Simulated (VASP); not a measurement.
Input of a VASP 6.6.1 run:

INCAR

```
SYSTEM = SrO
ALGO = Normal
EDIFF = 1E-6
ENCUT = 1340
GGA_COMPAT = .False.
ISIF = 2
ISMEAR = 0
LASPH = .True.
LCHARG = .False.
LREAL = .False.
LWAVE = .False.
NBANDS = 15
NELM = 120
PREC = Accurate
SIGMA = 0.05
```

The input KPOINTS:

```
k-points
0
Gamma
  8 8 8
  0 0 0
```

Contents of POSCAR:

```
SrO
1.0
    0.0000000000      2.4413100000      2.4413100000
    2.4413100000      0.0000000000      2.4413100000
    2.4413100000      2.4413100000      0.0000000000
Sr O
1 1
Direct
    0.0000000000      0.0000000000      0.0000000000
    0.5000000000      0.5000000000      0.5000000000
```

Potentials or basis: VASP PAW LDA potentials, release 64 (Sr_sv, O_h).

Command:

```bash
$ cat potpaw_LDA.64/Sr_sv/POTCAR potpaw_LDA.64/O_h/POTCAR > POTCAR
$ mpirun -np 1 vasp_std > vasp.out
```

(1) Predict the band gap on the k mesh.

(2) Estimate the pressure.

Results:

(1) 2.86 eV.

(2) 15.9 GPa.

Caveat: the cell differs from its parent crystal (strain -0.050 along x and y, -0.050 along z); the cell stands under pressure.
